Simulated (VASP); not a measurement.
# La2O3 (klda) (P-3m1) in VASP: a series of runs

The runs below take La2O3 (klda) through single point, with LDA.

Everything below comes from runs of VASP 6.6.1. Logs are shortened: lines on timing, memory, paths and dates and some standing lists are left out, and cuts for length are marked.

## Step 1: The cell of the first run

It takes space group P-3m1 (No. 164, trigonal). Conventional cell: a = 3.931 Å, b = 3.931 Å, c = 6.112 Å, α = 90.00°, β = 90.00°, γ = 120.00°. Within 3.1 Å of La (site symmetry 3m) lie 7 O at 2.36 to 2.72 Å. O (site symmetry 3m) has 4 La at 2.36 to 2.44 Å and 3 O at 2.89 Å within 3.1 Å. Within 3.6 Å of O (site symmetry -3m) lie 6 La at 2.72 Å and 6 O at 3.14 Å.

## Step 2: Single point, LDA

Input file INCAR:

```
SYSTEM = La2O3
ALGO = Normal
EDIFF = 1E-7
ENCUT = 520
GGA = CA
ISIF = 2
ISMEAR = 0
LASPH = .TRUE.
LCHARG = .FALSE.
LREAL = .FALSE.
LWAVE = .FALSE.
NBANDS = 28
NELM = 80
PREC = Accurate
SIGMA = 0.1
```

Input file KPOINTS:

```
k-points
0
G
  6 6 4
  0 0 0
```

Input file POSCAR:

```
La2O3
1.0
    3.9307778800      0.0000000000      0.0000000000
   -1.9653889400      3.4041535000      0.0000000000
    0.0000000000      0.0000000000      6.1119535200
La O
2 3
Direct
    0.6666666700      0.3333333300      0.7537643200
    0.3333333300      0.6666666700      0.2462356800
    0.6666666700      0.3333333300      0.3541093500
    0.3333333300      0.6666666700      0.6458906500
    0.0000000000      0.0000000000      0.0000000000
```

Potentials or basis: VASP PAW LDA potentials, release 64 (La, O).

Started as:

```sh
cat potpaw_LDA.64/La/POTCAR potpaw_LDA.64/O/POTCAR > POTCAR
mpirun -np 1 vasp_std > vasp.out
```

OUTCAR:

```text
SYSTEM = La2O3
   EDIFF = 1E-7
   ENCUT = 520
   GGA = CA
   ISIF = 2
   ISMEAR = 0
   LASPH = .TRUE.
   LREAL = .FALSE.
   NELM = 80
   PREC = Accurate

 ion  position               nearest neighbor table
   1  0.667  0.333  0.754-   4 2.36   4 2.36   4 2.36   3 2.44   5 2.72   5 2.72   5 2.72
   2  0.333  0.667  0.246-   3 2.36   3 2.36   3 2.36   4 2.44   5 2.72   5 2.72   5 2.72
   3  0.667  0.333  0.354-   2 2.36   2 2.36   2 2.36   1 2.44
   4  0.333  0.667  0.646-   1 2.36   1 2.36   1 2.36   2 2.44
   5  0.000  0.000  0.000-   1 2.72   2 2.72   2 2.72   1 2.72   1 2.72   2 2.72

  LATTYP: Found a hexagonal cell.
 ALAT       =     3.9307778800
 C/A-ratio  =     1.5548966913

  Lattice vectors:

 A1 = (   3.9307778800,   0.0000000000,   0.0000000000)
 A2 = (  -1.9653889400,   3.4041535000,   0.0000000000)
 A3 = (   0.0000000000,   0.0000000000,   6.1119535200)

Analysis of symmetry for initial positions (statically):
=====================================================================
 Subroutine PRICEL returns:
 Original cell was already a primitive cell.

 Routine SETGRP: Setting up the symmetry group for a
 hexagonal supercell.

 Subroutine GETGRP returns: Found 12 space group operations
 (whereof 12 operations were pure point group operations)
 out of a pool of 24 trial point group operations.

The static configuration has the point symmetry D_3d.

Analysis of symmetry for dynamics (positions and initial velocities):
=====================================================================
 Subroutine PRICEL returns:
 Original cell was already a primitive cell.

 Routine SETGRP: Setting up the symmetry group for a
 hexagonal supercell.

 Subroutine GETGRP returns: Found 12 space group operations
 (whereof 12 operations were pure point group operations)
 out of a pool of 24 trial point group operations.

The dynamic configuration has the point symmetry D_3d.

 Subroutine INISYM returns: Found 12 space group operations
 (whereof 12 operations are pure point group operations),
 and found     1 'primitive' translations

----------------------------------------------------------------------------------------

                                     Primitive cell

  volume of cell :      81.7839
[... 91 lines left out ...]
   LASPH  =      T    aspherical Exc in radial PAW
   ENCUT  =  520.0 eV  38.22 Ry    6.18 a.u.   7.31  7.31 11.36*2*pi/ulx,y,z
   NELM   =     80;   NELMIN=  2; NELMDL= -5     # of ELM steps
   EDIFF  = 0.1E-06   stopping-criterion for ELM
   LREAL  =      F    real-space projection
   EDIFFG = 0.1E-05   stopping-criterion for IOM
   NSW    =      0    number of steps for IOM
   IBRION =     -1    ionic relax: 0-MD 1-quasi-New 2-CG
   NFREE  =      0    steps in history (QN), initial steepest desc. (CG)
   ISIF   =      2    stress and relaxation
   ISYM   =      2    0-nonsym 1-usesym 2-fastsym
   POTIM  = 0.5000    time-step for ionic-motion
   TEBEG  =    0.0;   TEEND  =   0.0 temperature during run
   PSTRESS=    0.0 pullay stress
   NELECT =      40.0000    total number of electrons
   NUPDOWN=      -1.0000    fix difference up-down
   EMIN   =  10.00;   EMAX   =-10.00  energy-range for DOS
   EFERMI =   0.00;   METHOD = LEGACY
   ISMEAR =     0;   SIGMA  =   0.10  broadening in eV -4-tet -1-fermi 0-gaus
   EFERMI_NEDOS =   21; number of points for ismear=-14 and -15
   IALGO  =     38    algorithm
   IMIX   =      4    mixing-type and parameters
     AMIX     =   0.40;   BMIX     =  1.00
     AMIX_MAG =   1.60;   BMIX_MAG =  1.00
  volume/ion in A,a.u.               =      16.36       110.38
  Fermi-wavevector in a.u.,A,eV,Ry     =   1.289849  2.437462 22.636161  1.663711
  Thomas-Fermi vector in A             =   2.421717
   LORBIT       =      0    0 simple, 1 ext, 2 COOP (PROOUT), +10 PAW based schemes
   GGA     = CA    functional components
   LHFCALC =     F    Hartree Fock is set to
   AEXX    =    0.0000 exact exchange contribution
   IVDW    =     0    specifies the selected vdW correction
   LEPSILON=     F    determine dielectric tensor
   LRPA    =     F    only Hartree local field effects (RPA)
 non-spin polarized calculation
 Gauss-broadening in eV      SIGMA  =   0.10
  energy-cutoff  :      520.00
  volume of cell :       81.78
 maximum number of plane-waves:      2225
 NGX is ok and might be reduce to    30
   NGX = 15   NGY = 15   NGZ = 23

 number of electron      39.9999992 magnetization

 Free energy of the ion-electron system (eV)
  ---------------------------------------------------
  ext. energy  EPLUGINS =         0.00000000
  ---------------------------------------------------
  free energy    TOTEN  =       -45.81975630 eV

  energy without entropy =      -45.81975630  energy(sigma->0) =      -45.81975630

 E-fermi :   6.0790     XC(G=0): -10.9343

 val. band max:        5.6566882924   @ k =   0.5000   0.0000   0.5000
 cond. band min:       9.3804541925   @ k =   0.3333   0.3333   0.0000
 fundamental gap:      3.7237659001
 Fermi energy:         6.0789991381

 k-point     1 :       0.0000    0.0000    0.0000
  band No.  band energies     occupation
      1     -23.9610      2.00000
      2     -23.7092      2.00000
      3     -11.0380      2.00000
      4      -9.6816      2.00000
      5      -9.2699      2.00000
      6      -7.4701      2.00000
[... 733 lines left out ...]
     27      10.9080      0.00000
     28      10.9455      0.00000

------------------------ aborting loop because EDIFF is reached ----------------------------------------

  FORCE on cell =-STRESS in cart. coord.  units (eV):
  Direction    XX          YY          ZZ          XY          YZ          ZX
  --------------------------------------------------------------------------------------
  -------------------------------------------------------------------------------------
  Total       -3.3358436     -3.3358436     -3.0456952      0.0000000     -0.0000000      0.0000000
  in kB      -65.3504491    -65.3504490    -59.6663310      0.0000000     -0.0000000      0.0000000
  external PRESSURE =     -63.4557430 kB  Pullay stress =       0.0000000 kB

 VOLUME and BASIS-vectors are now :
 -----------------------------------------------------------------------------
  energy-cutoff  :      520.00
  volume of cell :       81.78
      direct lattice vectors                 reciprocal lattice vectors
     3.930777880  0.000000000  0.000000000     0.254402571  0.146879393  0.000000000
    -1.965388940  3.404153500  0.000000000     0.000000000  0.293758786  0.000000000
     0.000000000  0.000000000  6.111953520     0.000000000  0.000000000  0.163613810

 POSITION                                       TOTAL-FORCE (eV/Angst)
 -----------------------------------------------------------------------------------
      1.96539      1.13472      4.60697        -0.000000      0.000000     -0.159398
     -0.00000      2.26944      1.50498         0.000000     -0.000000      0.159398
      1.96539      1.13472      2.16430         0.000000      0.000000      0.015168
     -0.00000      2.26944      3.94765         0.000000     -0.000000     -0.015168
      0.00000      0.00000      0.00000        -0.000000      0.000000      0.000000
 -----------------------------------------------------------------------------------
    total drift:                               -0.000000      0.000000     -0.000000

  FREE ENERGIE OF THE ION-ELECTRON SYSTEM (eV)
  ---------------------------------------------------
  free  energy   TOTEN  =       -45.8197562952 eV

  energy  without entropy=      -45.8197562951  energy(sigma->0) =      -45.81975630
```

stdout:

```text
POSCAR found type information on POSCAR LaO
 POSCAR found :  2 types and       5 ions
 scaLAPACK will be used
 LDA part: xc-table for (Slater(with rela. corr.)+CA(PZ))
 , standard interpolation
 POSCAR, INCAR and KPOINTS ok, starting setup
 FFT: planning ... GRIDC
 FFT: planning ... GRID_SOFT
 FFT: planning ... GRID
 WAVECAR not read
 entering main loop
```

It took 70 s on 1 thread of Intel Xeon Platinum 8259CL at 2.50GHz (Skylake/Cascade Lake), shared host; peak memory 0.2 GiB.

Results:

| Item | Value |
| --- | --- |
| Free energy | -45.8198 eV |
| Pressure | -6.3 GPa |
| Largest force | 0.159 eV/Å |
| Band gap on the k mesh | 3.72 eV, indirect (least direct gap 3.82 eV) |

Forces on the atoms (eV/Å):
```
La   0.000  0.000 -0.159
La   0.000  0.000  0.159
O    0.000  0.000  0.015
O    0.000  0.000 -0.015
O    0.000  0.000  0.000
```

Caveat: spin-orbit coupling is left out, which moves the levels of the heavy elements. A k mesh can miss the band edges.

## Step 3: Single point, LDA

This run uses another cell than the first one, of 15.54 Å³/atom, 0.950 times its volume.

Input file INCAR:

```
  PREC = Accurate
  ENCUT = 520
  EDIFF = 1E-6
  ISMEAR = 0
  SIGMA = 0.02
  LREAL = F
  LASPH = T
  NELM = 100
  ALGO = Normal
  ISIF = 2
  LWAVE = F
  LCHARG = F
  NBANDS = 28
```

Input file KPOINTS:

```
regular mesh
0
Gamma
  9 9 4
```

Input file POSCAR:

```
La2O3
1.0
    3.8830241453      0.0000000000      0.0000000000
   -1.9415120726      3.3627975533      0.0000000000
    0.0000000000      0.0000000000      5.9511616413
La O
2 3
Direct
    0.6666666667      0.3333333333      0.7560273781
    0.3333333333      0.6666666667      0.2439726219
    0.6666666667      0.3333333333      0.3534105431
    0.3333333333      0.6666666667      0.6465894569
    0.0000000000      0.0000000000      0.0000000000
```

Potentials or basis: VASP PAW LDA potentials, release 64 (La, O).

Started as:

```sh
cat potpaw_LDA.64/La/POTCAR potpaw_LDA.64/O/POTCAR > POTCAR
mpirun -np 1 vasp_std > vasp.out
```

It took 2 min on 1 thread of Intel Xeon Platinum 8259CL at 2.50GHz (Skylake/Cascade Lake), shared host; peak memory 0.23 GiB.

Results (log left out):

```
Free energy            : -45.8976 eV
Pressure               : -0.1 GPa
Largest force          : 0.010 eV/Å
Band gap on the k mesh : 3.75 eV, indirect (least direct gap 3.80 eV)
```

Forces in eV/Å, atoms in the order of the input:
```
La   0.000  0.000  0.010
La   0.000  0.000 -0.010
O    0.000  0.000  0.000
O    0.000  0.000  0.000
O    0.000  0.000  0.000
```

Levels at points of the mesh, in eV from the valence-band top:
```tsv
k point	band 17	band 18	band 19	band 20	band 21	band 22	band 23	band 24
(0.00, 0.00, 0.00)	-1.82	-0.47	-0.47	-0.18	4.28	4.51	4.51	5.37
(0.00, 0.00, 0.50)	-1.10	-0.91	-0.34	-0.34	4.69	4.69	4.69	5.09
```

Caveat: spin-orbit coupling is left out, which moves the levels of the heavy elements.
